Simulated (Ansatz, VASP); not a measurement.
## One calculation of Ta2NbO3, two programs

The input INCAR:

```
SYSTEM = Ta2NbO3
PREC = Accurate
ENCUT = 600
EDIFF = 1E-6
ISMEAR = 0
SIGMA = 0.1
LREAL = .FALSE.
LASPH = .TRUE.
NELM = 60
ALGO = Normal
ISIF = 3
LWAVE = .FALSE.
LCHARG = .FALSE.
GGA = PE
IBRION = 2
NSW = 90
EDIFFG = -0.04
```

File KPOINTS:

```
regular mesh
0
G
  6 6 6
  0 0 0
```

POSCAR

```
Ta2NbO3
1.0
    2.4011630400      1.3863121300      3.9803252600
   -2.4011630400      1.3863121300      3.9803252600
    0.0000000000     -2.7726242500      3.9803252600
Ta Nb O
2 1 3
Direct
    0.8748720300      0.8748720300      0.8748720300
    0.1251279700      0.1251279700      0.1251279700
    0.5000000000      0.5000000000      0.5000000000
    0.0000000000      0.5000000000      0.5000000000
    0.5000000000      0.0000000000      0.5000000000
    0.5000000000      0.5000000000      0.0000000000
```

Input for Ansatz:

```yaml
crystal:
  lattice:
    - [2.40116304, 1.38631213, 3.98032526]
    - [-2.40116304, 1.38631213, 3.98032526]
    - [0.0, -2.77262425, 3.98032526]
  atoms:
    - { symbol: Ta, position: [0.87487203, 0.87487203, 0.87487203] }
    - { symbol: Ta, position: [0.12512797, 0.12512797, 0.12512797] }
    - { symbol: Nb, position: [0.5, 0.5, 0.5] }
    - { symbol: O, position: [0.0, 0.5, 0.5] }
    - { symbol: O, position: [0.5, 0.0, 0.5] }
    - { symbol: O, position: [0.5, 0.5, 0.0] }
basis:
  ecutwfc: 420
kpoints:
  mp_grid: { grid: [6, 6, 6] }
hamiltonian:
  xc: pbe
scf:
  occupations: { method: gaussian, width: 0.1 }
  lower_state_search: "off"
output:
  forces: true
  stress: true
  eigenvalues: true
relax:
  adjacent_minimum: "off"
  f_tol: 0.04
  max_steps: 70
  cell: { stress_tol: 0.4 }
```

Change from the starting cell: species swapped into the Eu2Al3Ga type (R-3m, No. 166).

Alike in both runs: task relaxation of cell and atoms; functional PBE; k mesh 6 × 6 × 6; occupations gaussian, width 0.1 eV; no spin polarisation.

|  | VASP | Ansatz |
| --- | --- | --- |
| version | VASP 6.6.1 | Ansatz 0.2.0 |
| potentials or method | VASP PAW PBE potentials, release 64 (Ta_pv, Nb_sv, O), cutoff 600 eV | scalar-relativistic, plane waves, PAW |
| valence electrons in the cell | 53 | 57 |

Ansatz gave:

- gap on the k mesh at the Fermi level, each at its own relaxed structure (eV): none
- relaxed volume (Å³/atom): 14.94
- relaxed length of the cell vector where the two differ most in proportion (Å): 4.944

Q: What did VASP give for the same quantities?

A: gap on the k mesh at the Fermi level, each at its own relaxed structure (eV): none; relaxed volume (Å³/atom): 14.87; relaxed length of the cell vector where the two differ most in proportion (Å): 4.925.

A gap of «none» marks a metal or a gap that the smearing closes. VASP's potentials hold 53 valence electrons a cell and Ansatz's 57, so a difference there can come from the potentials and not from the codes.

Neither program's run includes spin-orbit coupling.
